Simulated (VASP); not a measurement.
## Ca: single point with PBEsol

Crystal: Ca.

```
CELL_PARAMETERS angstrom
-2.58589 2.58589 1.68083
2.58589 -2.58589 1.68083
2.58589 2.58589 -1.68083
ATOMIC_POSITIONS crystal
Ca 0.00000 0.00000 0.00000
```

This cell differs from its parent crystal: ratio of the length along z to the lengths across it x 0.65, volume and fractional coordinates fixed.

| Property | Result |
| --- | --- |
| Program | VASP 6.6.1 |
| Task | single point |
| Functional | PBEsol |
| Potentials or basis | VASP PAW PBE potentials, release 64 (Ca_sv) |
| Cutoff | 520 eV |
| k mesh | 16 × 16 × 16 |
| Occupations | gaussian, width 0.15 eV |
| Spin | no spin polarisation |

```json
{
  "Pressure": "-0.4 GPa",
  "Band gap on the k mesh": "zero (band 5 reaches 2.35 eV, above the bottom of band 6 at 0.92 eV)"
}
```

Stress tensor (GPa, compression positive):
```
-3.56  0.00  0.00
 0.00 -3.56  0.00
 0.00  0.00  6.00
```

Levels at points of the mesh, in eV from the Fermi level:
| k point | band 2 | band 3 | band 4 | band 5 | band 6 | band 7 | band 8 | band 9 |
| --- | --- | --- | --- | --- | --- | --- | --- | --- |
| (0.00, 0.00, 0.00) | -22.98 | -22.98 | -22.92 | -3.84 | 1.20 | 1.52 | 3.49 | 3.49 |
| (0.50, 0.00, 0.00) | -23.24 | -22.99 | -22.98 | -0.31 | 0.83 | 0.96 | 3.09 | 3.78 |
| (0.50, 0.50, 0.00) | -23.07 | -22.98 | -22.93 | -1.55 | -0.66 | 1.62 | 2.85 | 3.29 |
| (0.50, 0.50, 0.50) | -23.06 | -23.06 | -22.94 | -0.09 | -0.06 | 1.84 | 1.84 | 4.16 |

It took 88 s on 1 thread of Intel(R) Xeon(R) 6975P-C (Granite Rapids) (shared host), peak memory 0.29 GiB.

Caveat: the PAW data sets were made with another functional, which shifts forces and pressure a little.
